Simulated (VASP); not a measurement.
## I: relaxation of cell and atoms with RPBE

Crystal: I.

```
CELL_PARAMETERS angstrom
0.00000 2.36560 3.90984
2.19225 0.00000 3.90984
2.19225 2.36560 0.00000
ATOMIC_POSITIONS crystal
I 0.00000 0.00000 0.00000
```

```
Program                : VASP 6.6.1
Task                   : relaxation of cell and atoms
Functional             : RPBE
Potentials or basis    : VASP PAW PBE potentials, release 64 (I)
Cutoff                 : 600 eV
k mesh                 : 9 × 9 × 9
Occupations            : fermi-dirac, width 0.05 eV
Spin                   : no spin polarisation
Dipole correction      : no
Further INCAR settings : ALGO = Normal; EDIFF = 1e-06; IBRION = 2; EDIFFG = -0.01; NSW = 80; ISIF = 3
```

```yaml
Relaxed_volume: 60.46 Å³/atom
Relaxed_cell: a = 6.083 Å, b = 6.087 Å, c = 3.278 Å, α = 74.30°, β = 74.45°, γ = 31.25°
Space_group_after_relaxing_to_0.1_Å: I4/mmm (No. 139)
Energy_gained_by_relaxing: 77.4 meV/atom
Ionic_steps: 21
Pressure_after_relaxing: 0.0 GPa
Band_gap_on_the_k_mesh: zero (an odd number of electrons rules out a gap without spin polarisation)
```

The path:
| step | energy change (eV) | largest force (eV/Å) | pressure (GPa) | volume (Å³) |
| --- | --- | --- | --- | --- |
| 1 | 0.0000 | 0.0000 | 1.79 | 40.55 |
| 2 | -0.0185 | 0.0000 | 0.35 | 43.27 |
| 3 | -0.0202 | 0.0000 | -0.19 | 44.64 |
| 4 | -0.0361 | 0.0000 | -0.16 | 46.17 |
| 5 | -0.0648 | 0.0000 | 0.00 | 50.66 |
| 6 | -0.0748 | 0.0000 | 0.45 | 59.19 |
| 7 | -0.0642 | 0.0000 | -0.78 | 68.39 |
| 8 | -0.0770 | 0.0000 | 0.01 | 61.76 |
| 9 | -0.0770 | 0.0000 | 0.01 | 61.68 |
| 10 | -0.0765 | 0.0000 | 0.24 | 60.43 |
| 11 | -0.0770 | 0.0000 | 0.04 | 61.57 |
| 12 | -0.0770 | 0.0000 | 0.03 | 61.62 |
| 13 | -0.0772 | 0.0000 | 0.01 | 61.39 |
| 14 | -0.0774 | 0.0000 | -0.05 | 60.70 |
| 15 | -0.0774 | 0.0000 | 0.03 | 60.20 |
| 16 | -0.0774 | 0.0000 | 0.02 | 60.37 |
| 17 | -0.0774 | 0.0000 | 0.00 | 60.50 |
| 18 | -0.0774 | 0.0000 | -0.02 | 60.53 |
| 19 | -0.0774 | 0.0000 | -0.02 | 60.51 |
| 20 | -0.0774 | 0.0000 | -0.03 | 60.50 |
| 21 | -0.0774 | 0.0000 | 0.01 | 60.46 |

Final structure:
```
I
1.0
     0.00000    2.31225    5.62617
     2.32365    0.00000    5.62617
     2.32365    2.31225    0.00000
I
1
Cartesian
  2.3236 2.3123 0.0000
```

Levels at points of the mesh, in eV from the Fermi level:
| k point | band 1 | band 2 | band 3 | band 4 | band 5 | band 6 | band 7 |
| --- | --- | --- | --- | --- | --- | --- | --- |
| (0.00, 0.00, 0.00) | -13.45 | -2.73 | 0.70 | 0.72 | 3.99 | 7.25 | 7.75 |

Run time: 5.6 min on 1 thread of AMD EPYC 9R45 96-Core Processor (Zen 5) (shared host), peak memory 0.2 GiB.

Caveat: the volume moved by over 15 % at a fixed basis, so the end points are rough; the PAW data sets were made with another functional, which shifts forces and pressure a little; spin-orbit coupling is left out, which moves the levels of the heavy elements; an odd number of electrons without spin polarisation forces a metal; a magnetic or distorted state may lie lower.
